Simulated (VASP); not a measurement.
**Mg8H: single point with PBE**

Crystal: Mg8H.

```
Mg H
1.0
    -3.79482    3.82296    3.24423
     3.79482   -3.82296    3.24423
     3.79482    3.82296   -3.24423
Mg H
8 1
Direct
  0.98950 0.04124 0.03073
  0.03860 0.99496 0.54363
  0.95731 0.50339 0.95391
  0.98950 0.45876 0.44826
  0.45052 0.99661 0.95391
  0.50004 0.95645 0.45649
  0.50004 0.54355 0.04359
  0.54867 0.50504 0.54363
  0.15084 0.25000 0.40084
```

```json
{
 "Program": "VASP 6.6.1",
 "Task": "single point",
 "Functional": "PBE",
 "Potentials or basis": "VASP PAW PBE potentials, release 64 (Mg, H)",
 "Cutoff": "520 eV",
 "k mesh": "4 × 4 × 4",
 "Occupations": "gaussian, width 0.1 eV",
 "Spin": "no spin polarisation",
 "Dipole correction": "no",
 "Further INCAR settings": "ALGO = Normal; EDIFF = 1e-06; NBANDS = 18"
}
```

```yaml
Pressure: -0.2 GPa
Largest_force: 0.018 eV/Å
```

Forces on the atoms (eV/Å):
```
Mg  -0.007 -0.004  0.000
Mg   0.000  0.001  0.006
Mg   0.000 -0.003 -0.006
Mg   0.007 -0.004  0.000
Mg   0.000 -0.003  0.006
Mg  -0.007 -0.002  0.000
Mg   0.007 -0.002  0.000
Mg   0.000  0.001 -0.006
H    0.000  0.018  0.000
```

Levels at points of the mesh, in eV from the Fermi level:
| k point | band 6 | band 7 | band 8 | band 9 | band 10 | band 11 |
| --- | --- | --- | --- | --- | --- | --- |
| (0.00, 0.00, 0.00) | -1.63 | -1.33 | -1.19 | -1.11 | -0.84 | -0.73 |
| (0.50, 0.00, 0.00) | -2.74 | -1.26 | -0.53 | 0.60 | 1.43 | 1.66 |
| (0.00, 0.50, 0.00) | -2.82 | -1.11 | -0.45 | 0.72 | 1.40 | 1.65 |
| (0.50, 0.50, 0.00) | -2.16 | -1.37 | -0.84 | -0.53 | -0.40 | 1.43 |
| (0.50, 0.50, 0.50) | -3.43 | -0.75 | 0.96 | 0.99 | 1.15 | 1.50 |

It took 34 s on 1 thread of Intel(R) Xeon(R) 6975P-C (Granite Rapids), with other jobs on the host, peak memory 0.33 GiB.
